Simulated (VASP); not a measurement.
# B (R-3m) in VASP: a series of runs, part 2 of 2

VASP 6.6.1.

## 4. Relaxation of cell and atoms, PBE

File INCAR:

```
  PREC = Accurate
  ENCUT = 600
  EDIFF = 1E-6
  ISMEAR = 0
  SIGMA = 0.1
  LREAL = F
  LASPH = T
  NELM = 80
  ALGO = Normal
  ISIF = 3
  LWAVE = F
  LCHARG = F
  GGA = PE
  IBRION = 2
  NSW = 90
  EDIFFG = -0.04
```

File KPOINTS:

```
Automatic mesh
0
Gamma
  6 6 6
```

File POSCAR:

```
B
1.0
    1.9840634700      1.1454995800      3.2295335300
   -1.9840634700      1.1454995800      3.2295335300
    0.0000000000     -2.2909991600      3.2295335300
B
6
Direct
    0.5000000000      0.5000000000      0.0000000000
    0.0000000000      0.5000000000      0.5000000000
    0.5000000000      0.0000000000      0.5000000000
    0.1711832100      0.1711832100      0.1711832100
    0.8288167900      0.8288167900      0.8288167900
    0.0000000000      0.0000000000      0.0000000000
```

Potentials or basis: VASP PAW PBE potentials, release 64 (B).

The run is started by

```sh
cat potpaw_PBE.64/B/POTCAR > POTCAR
mpirun -np 1 vasp_std > vasp.out
```

OUTCAR:

```text
PREC = Accurate
   ENCUT = 600
   EDIFF = 1E-6
   ISMEAR = 0
   LREAL = F
   LASPH = T
   NELM = 80
   ISIF = 3
   GGA = PE
   IBRION = 2
   NSW = 90
   EDIFFG = -0.04

 ion  position               nearest neighbor table
   1  0.500  0.500  0.000-   4 1.94   5 1.94   6 1.98   6 1.98   3 1.98   2 1.98   2 1.98   3 1.98

   2  0.000  0.500  0.500-   4 1.94   5 1.94   3 1.98   3 1.98   1 1.98   6 1.98   1 1.98   6 1.98

   3  0.500  0.000  0.500-   4 1.94   5 1.94   2 1.98   2 1.98   1 1.98   1 1.98   6 1.98   6 1.98

   4  0.171  0.171  0.171-   6 1.66   3 1.94   2 1.94   1 1.94
   5  0.829  0.829  0.829-   6 1.66   3 1.94   2 1.94   1 1.94
   6  0.000  0.000  0.000-   4 1.66   5 1.66   1 1.98   1 1.98   2 1.98   2 1.98   3 1.98   3 1.98

  LATTYP: Found a trigonal (rhomboedric) cell.
 ALAT       =     3.9596166433
 COS(alpha) =     0.4978484174

  Lattice vectors:

 A1 = (   1.9840634700,   1.1454995800,   3.2295335300)
 A2 = (  -1.9840634700,   1.1454995800,   3.2295335300)
 A3 = (   0.0000000000,  -2.2909991600,   3.2295335300)

Analysis of symmetry for initial positions (statically):
=====================================================================
 Subroutine PRICEL returns:
 Original cell was already a primitive cell.

 Routine SETGRP: Setting up the symmetry group for a
 trigonal (rhombohedral) supercell.

[... 376 lines left out ...]

 number of electron      17.9999999 magnetization

 Free energy of the ion-electron system (eV)
  ---------------------------------------------------
  ext. energy  EPLUGINS =         0.00000000
  ---------------------------------------------------
  free energy    TOTEN  =       -33.75008950 eV

  energy without entropy =      -33.73990347  energy(sigma->0) =      -33.74499648

 E-fermi :   4.7142     XC(G=0): -10.9622

 val. band max:        4.7024314260   @ k =  -0.3333   0.1667   0.0000
 cond. band min:       4.7769819957   @ k =  -0.3333  -0.3333   0.1667
 fundamental gap:      0.0745505697
 Fermi energy:         4.7142337960

 k-point     1 :       0.0000    0.0000    0.0000
  band No.  band energies     occupation
      1      -9.0619      2.00000
      2      -3.5303      2.00000
      3      -0.4720      2.00000
      4      -0.4223      2.00000
      5      -0.4223      2.00000
      6       1.1432      2.00000
      7       1.1432      2.00000
      8       1.4103      2.00000
      9       2.6918      2.00000
     10       2.6918      2.00000
     11       8.2688      0.00000
     12       8.4782      0.00000
     13       8.4782      0.00000
[... 354 lines left out ...]
  band No.  band energies     occupation
      1      -6.0769      2.00000
      2      -5.6321      2.00000
      3      -4.1754      2.00000
      4      -2.5485      2.00000
      5      -1.1707      2.00000
      6       0.4259      2.00000
      7       2.3702      2.00000
      8       2.7365      2.00000
      9       4.4853      1.99879
     10       5.7863      0.00000
     11       6.8282      0.00000
     12       6.8945      0.00000
     13       8.6510      0.00000

 [... further k-points ...]

------------------------ aborting loop because EDIFF is reached ----------------------------------------

  FORCE on cell =-STRESS in cart. coord.  units (eV):
  Direction    XX          YY          ZZ          XY          YZ          ZX
  --------------------------------------------------------------------------------------
  -------------------------------------------------------------------------------------
  Total       -0.0473133     -0.0473133      0.1035805      0.0000000      0.0000000     -0.0000000
  in kB       -1.4374441     -1.4374441      3.1469223      0.0000000      0.0000000     -0.0000000
  external PRESSURE =       0.0906781 kB  Pullay stress =       0.0000000 kB
[... 21 lines left out ...]
  FREE ENERGIE OF THE ION-ELECTRON SYSTEM (eV)
  ---------------------------------------------------
  free  energy   TOTEN  =       -33.7500895018 eV

  energy  without entropy=      -33.7399034673  energy(sigma->0) =      -33.74499648

 reached required accuracy - stopping structural energy minimisation
```

CONTCAR:

```text
B
   1.00000000000000
     2.4638892328786710    1.4225271144330827    2.5076661303887446
    -2.4638892328786710    1.4225271144330827    2.5076661303887446
    -0.0000000000000000   -2.8450542288661653    2.5076661303887446
  B
     6
Direct
     0.5000000000000000    0.5000000000000000    0.0000000000000000
     0.0000000000000000    0.5000000000000000    0.5000000000000000
     0.5000000000000000    0.0000000000000000    0.5000000000000000
     0.2234551565357726    0.2234551565357726    0.2234551565357726
     0.7765448434642277    0.7765448434642277    0.7765448434642277
     0.0000000000000000    0.0000000000000000    0.0000000000000000

  0.00000000E+00  0.00000000E+00  0.00000000E+00
  0.00000000E+00  0.00000000E+00  0.00000000E+00
  0.00000000E+00  0.00000000E+00  0.00000000E+00
  0.00000000E+00  0.00000000E+00  0.00000000E+00
  0.00000000E+00  0.00000000E+00  0.00000000E+00
  0.00000000E+00  0.00000000E+00  0.00000000E+00
```

Run time: 5.3 min. Hardware: 1 thread of Intel Xeon 8259CL, shared host; peak memory 0.18 GiB.

Results:

| Property | Result |
| --- | --- |
| Free energy | -33.7501 eV |
| Relaxed volume | 8.79 Å³/atom |
| Relaxed cell | a = 3.792 Å, b = 3.792 Å, c = 3.792 Å, α = 81.04°, β = 81.04°, γ = 81.04° |
| Space group after relaxing (to 0.1 Å) | R-3m (No. 166) |
| Energy gained by relaxing | 324.5 meV/atom |
| Ionic steps | 17 |
| Pressure after relaxing | 0.0 GPa |
| Largest force after relaxing | 0.016 eV/Å |
| Band gap on the k mesh | zero (bands 9 and 10 overlap by 2.75 eV) |

Forces on the atoms (eV/Å):
```
B    0.000  0.000  0.000
B    0.000  0.000  0.000
B    0.000  0.000  0.000
B    0.000  0.000 -0.016
B    0.000  0.000  0.016
B    0.000  0.000  0.000
```

Stress tensor (GPa, compression positive):
```
-0.14  0.00  0.00
 0.00 -0.14  0.00
 0.00  0.00  0.31
```

Step by step:
```csv
step,energy change (eV),largest force (eV/Å),pressure (GPa),volume (Å³)
1,0.0000,1.4830,-4.80,44.04
2,-0.1735,0.7036,0.42,42.65
3,-0.1978,0.2268,4.94,41.83
4,-0.3488,0.1745,3.80,42.56
5,-0.6768,1.0607,7.49,44.63
6,-0.7752,0.9488,5.70,45.50
7,-1.0815,0.1327,1.56,48.07
8,-1.6933,0.0310,-6.35,53.00
9,-1.3079,1.1290,-15.54,61.67
10,-1.8002,0.3389,-9.65,55.44
11,-1.8611,0.4925,-7.74,55.85
12,-1.8622,0.4582,-8.02,55.81
13,-1.9331,0.0924,-3.47,53.99
14,-1.9456,0.1545,-0.50,52.94
15,-1.9457,0.1677,-0.34,52.89
16,-1.9468,0.0556,-0.09,52.78
17,-1.9469,0.0157,0.01,52.74
```

Final structure:
```yaml
crystal:
  lattice:
    - [2.46389, 1.42253, 2.50767]
    - [-2.46389, 1.42253, 2.50767]
    - [0.00000, -2.84505, 2.50767]
  atoms:
    - { symbol: B, position: [0.50000, 0.50000, 0.00000] }
    - { symbol: B, position: [0.00000, 0.50000, 0.50000] }
    - { symbol: B, position: [0.50000, 0.00000, 0.50000] }
    - { symbol: B, position: [0.22346, 0.22346, 0.22346] }
    - { symbol: B, position: [0.77654, 0.77654, 0.77654] }
    - { symbol: B, position: [0.00000, 0.00000, 0.00000] }
```

Levels at points of the mesh, in eV from the Fermi level:
```csv
k point,band 6,band 7,band 8,band 9,band 10,band 11,band 12,band 13
"(0.00, 0.00, 0.00)",-3.57,-3.57,-3.30,-2.02,-2.02,3.55,3.76,3.76
"(0.50, 0.00, 0.00)",-3.62,-3.50,-3.31,-1.18,0.09,1.77,2.15,3.65
"(0.50, 0.50, 0.00)",-3.47,-2.10,-1.75,-1.35,0.42,1.31,2.41,3.26
"(0.50, 0.50, 0.50)",-6.49,-5.94,-5.94,0.72,2.40,2.40,5.70,5.70
```

Caveat: the volume moved by over 15 % at a fixed basis, so the end points are rough.

## 5. The runs side by side

```tsv
task	cell	cutoff (eV)	gap on the mesh (eV)	pressure (GPa)	largest force (eV/Å)
single point	a = 3.960 Å, angles 60.1°, 6 atoms, atomic positions A	520	none	-4.8	1.49
single point	a = 3.792 Å, angles 80.8°, 6 atoms, atomic positions B	520	none	0.0	0.01
relaxation of cell and atoms	relaxed from a = 3.960 Å, angles 60.1°, 6 atoms, atomic positions A	600	none	0.0	0.02
```

Alike in all rows: level PBE; potentials or basis VASP PAW PBE potentials, release 64 (B); no spin polarisation; k mesh 6 × 6 × 6; smearing gaussian 0.1 eV.

Caveats: the cell stands under tension (at least some runs); forces of over 1 eV/Å act on the atoms, so gaps and moduli don't describe the material at rest (at least some runs); the volume moved by over 15 % at a fixed basis, so the end points are rough (at least some runs).

Total energies depend on the potentials used, so only differences within one code and one set of settings carry meaning.
